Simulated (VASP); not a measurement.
Ta, 2 atoms in the cell. The structure is cubic, space group Fd-3m (No. 227). The conventional cell has a = 5.833 Å, b = 5.833 Å, c = 5.833 Å, α = 90.00°, β = 90.00°, γ = 90.00°. Ta (site symmetry -43m) has 4 Ta at 2.53 Å within 3.3 Å.  This cell differs from its parent crystal: volume scaled by 0.95.

| Item | Value |
| --- | --- |
| Program | VASP 6.6.1 |
| Task | single point |
| Functional | LDA |
| Potentials or basis | VASP PAW LDA potentials, release 64 (Ta_pv) |
| Cutoff | 520 eV |
| k mesh | 13 × 13 × 13 |
| Occupations | fermi-dirac, width 0.08 eV |
| Spin | no spin polarisation |
| Dipole correction | no |
| Further INCAR settings | ALGO = Normal; EDIFF = 1e-06; NBANDS = 18 |

Potentials or basis: VASP PAW LDA potentials, release 64 (Ta_pv).

Command:

```bash
$ cat potpaw_LDA.64/Ta_pv/POTCAR > POTCAR
$ mpirun -np 1 vasp_std > vasp.out
```

Hardware: 1 thread of Intel(R) Xeon(R) 6975P-C (Granite Rapids) (shared host).

Q: Estimate the wall time of this run.

A: Wall time 17 s on 1 thread of Intel(R) Xeon(R) 6975P-C (Granite Rapids) (shared host), peak memory 0.19 GiB. Counts: scf iterations 11, k points 84.
